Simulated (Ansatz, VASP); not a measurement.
**SnTe2 in VASP and in Ansatz**

```xyz
3
Lattice="2.0883 1.2057 6.2910 -2.0883 1.2057 6.2910 0.0000 -2.4114 6.2910" Properties=species:S:1:pos:R:3 pbc="T T T"
Sn    0.0000    0.0000    0.0000
Te    0.0000    0.0000    4.5553
Te    0.0000    0.0000   14.3176
```

Alike in both runs: task single point; functional PBE; k mesh 6 × 6 × 6; no spin polarisation.

|  | VASP | Ansatz |
| --- | --- | --- |
| version | VASP 6.6.1 | Ansatz 0.2.0 |
| potentials or method | VASP PAW PBE potentials, release 64 (Sn_d, Te) | plane waves |
| plane-wave cutoff (eV) | 500 | 420 |
| occupations | methfessel-paxton of order 1, width 0.5 eV | cold, width 0.5 eV |
| valence electrons in the cell | 26 | 46 |

|  | VASP | Ansatz | Ansatz less VASP |
| --- | --- | --- | --- |
| pressure (GPa) | 1.9 | 1.9 | -0.06 |
| traceless stress, the component that is largest in VASP (GPa) | 0.27 | 0.26 | -0.009 |
| rms of the force components (eV/Å) | 0.185 | 0.192 | +0.0074 |

Atom by atom the forces differ by 0.007 eV/Å (rms over components). VASP's potentials hold 26 valence electrons a cell and Ansatz's 46, so a difference there can come from the potentials and not from the codes.

Spin-orbit coupling is off throughout.
